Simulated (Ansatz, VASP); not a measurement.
# InP3 in VASP and in Ansatz

```
In P
1.0
     3.71499    2.14485    3.45154
    -3.71499    2.14485    3.45154
     0.00000   -4.28970    3.45154
In P
2 6
Direct
  0.27328 0.27328 0.27328
  0.72672 0.72672 0.72672
  0.79471 0.24119 0.79471
  0.79471 0.79471 0.24119
  0.24119 0.79471 0.79471
  0.20529 0.75881 0.20529
  0.75881 0.20529 0.20529
  0.20529 0.20529 0.75881
```

Change from the starting cell: strain +0.0525 x Voigt [0, 0, 1, 0, 0, 0], atoms carried along.

Alike in both runs: task single point; functional PBEsol; k mesh 6 × 6 × 6; occupations gaussian, width 0.15 eV; no spin polarisation.

|  | VASP | Ansatz |
| --- | --- | --- |
| version | VASP 6.6.1 | Ansatz 0.2.0 |
| potentials or method | VASP PAW PBE potentials, release 64 (In_d, P), cutoff 520 eV | scalar-relativistic, plane waves, PAW |
| valence electrons in the cell | 56 | 56 |

```csv
,VASP,Ansatz,Ansatz less VASP
gap on the k mesh at the Fermi level (eV),none,none,-
pressure (GPa),-3.2,-3.2,+0.02
"traceless stress, the component that is largest in VASP (GPa)",-2.15,-2.16,-0.013
rms of the force components (eV/Å),0.268,0.257,-0.0108
```

VASP's potentials were made for PBE, not for PBEsol. Atom by atom the forces differ by 0.011 eV/Å (rms over components). A gap of «none» marks a metal or a gap that the smearing closes.
